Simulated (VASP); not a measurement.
# NaCr: relaxation of cell and atoms with PBE

Crystal: NaCr.

```
Na Cr
1.0
     2.95876    0.00000    0.00000
     0.00000    2.95876    0.00000
     0.00000    0.00000    3.87809
Na Cr
1 1
Direct
  0.50000 0.50000 0.50000
  0.00000 0.00000 0.00000
```

```
Program                : VASP 6.6.1
Task                   : relaxation of cell and atoms
Functional             : PBE
Potentials or basis    : VASP PAW PBE potentials, release 64 (Na_pv, Cr_pv)
Cutoff                 : 600 eV
k mesh                 : 6 × 6 × 4
Occupations            : gaussian, width 0.1 eV
Spin                   : collinear spin, ferromagnetic start
Starting moments       : [0.0, 4.3] μB
Dipole correction      : no
Further INCAR settings : ALGO = Fast; EDIFF = 1e-07; IBRION = 2; EDIFFG = -0.04; NSW = 90; ISIF = 3
```

```yaml
Relaxed_volume: 24.41 Å³/atom
Relaxed_cell: a = 3.106 Å, b = 3.106 Å, c = 5.061 Å, α = 90.00°, β = 90.00°, γ = 90.00°
Space_group_after_relaxing_to_0.1_Å: P4/mmm (No. 123)
Energy_gained_by_relaxing: 344.8 meV/atom
Ionic_steps: 12
Pressure_after_relaxing: 0.0 GPa
Net_moment: 4.79 μB per cell
Site_moments: Na -0.01; Cr +4.08 μB
Valence_electrons_inside_the_program's_atomic_spheres: Na 6.09; Cr 10.46
```

The path:
| step | energy change (eV) | largest force (eV/Å) | pressure (GPa) | volume (Å³) |
| --- | --- | --- | --- | --- |
| 1 | 0.0000 | 0.0000 | 17.53 | 33.95 |
| 2 | -0.5847 | 0.0000 | 3.22 | 43.91 |
| 3 | -0.6312 | 0.0000 | 0.73 | 47.54 |
| 4 | -0.6353 | 0.0000 | -0.05 | 48.97 |
| 5 | -0.6352 | 0.0000 | -0.22 | 49.31 |
| 6 | -0.6423 | 0.0000 | -0.22 | 49.24 |
| 7 | -0.6631 | 0.0000 | -0.17 | 48.97 |
| 8 | -0.6882 | 0.0000 | 0.27 | 48.21 |
| 9 | -0.6882 | 0.0000 | 0.48 | 47.97 |
| 10 | -0.6886 | 0.0000 | 0.39 | 48.07 |
| 11 | -0.6890 | 0.0000 | -0.26 | 49.38 |
| 12 | -0.6896 | 0.0000 | 0.02 | 48.82 |

Final structure:
```
Na Cr
1.0
     3.10568    0.00000    0.00000
     0.00000    3.10568    0.00000
     0.00000    0.00000    5.06110
Na Cr
1 1
Direct
  0.50000 0.50000 0.50000
  0.00000 0.00000 0.00000
```

Levels at points of the mesh, in eV from the Fermi level:
Spin up:
```csv
k point,band 10,band 11,band 12,band 13,band 14,band 15
"(0.00, 0.00, 0.00)",-0.65,-0.65,-0.33,0.42,3.15,6.26
"(0.50, 0.00, 0.00)",-1.11,-0.89,-0.56,1.00,3.50,6.26
"(0.50, 0.50, 0.00)",-1.06,0.19,2.09,2.09,3.68,6.18
"(0.00, 0.00, 0.50)",-1.33,-0.66,-0.66,-0.33,6.26,10.46
"(0.50, 0.00, 0.50)",-0.89,-0.57,-0.45,0.55,1.54,3.62
"(0.50, 0.50, 0.50)",-0.78,0.19,2.67,2.67,3.62,5.47
```
Spin down:
| k point | band 4 | band 5 | band 6 | band 7 | band 8 | band 9 | band 10 | band 11 |
| --- | --- | --- | --- | --- | --- | --- | --- | --- |
| (0.00, 0.00, 0.00) | -24.17 | -24.17 | -24.17 | -4.29 | 0.32 | 1.21 | 1.36 | 3.07 |
| (0.50, 0.00, 0.00) | -24.29 | -24.16 | -24.16 | -0.84 | -0.19 | 1.14 | 1.54 | 2.82 |
| (0.50, 0.50, 0.00) | -24.27 | -24.27 | -24.14 | 0.39 | 1.75 | 1.80 | 1.80 | 3.18 |
| (0.00, 0.00, 0.50) | -24.17 | -24.17 | -24.17 | -3.08 | -2.42 | 1.23 | 1.91 | 3.04 |
| (0.50, 0.00, 0.50) | -24.29 | -24.16 | -24.16 | 0.13 | 0.25 | 0.74 | 0.96 | 2.27 |
| (0.50, 0.50, 0.50) | -24.27 | -24.27 | -24.15 | 0.51 | 1.48 | 1.48 | 2.70 | 3.89 |

It took 4.4 min on 1 thread of AMD EPYC 7R13 Processor (Zen 3), with other jobs on the host, peak memory 0.15 GiB.

Caveat: the k points lie up to 0.34 Å⁻¹ apart in the final cell; the volume moved by over 15 % at a fixed basis, so the end points are rough.
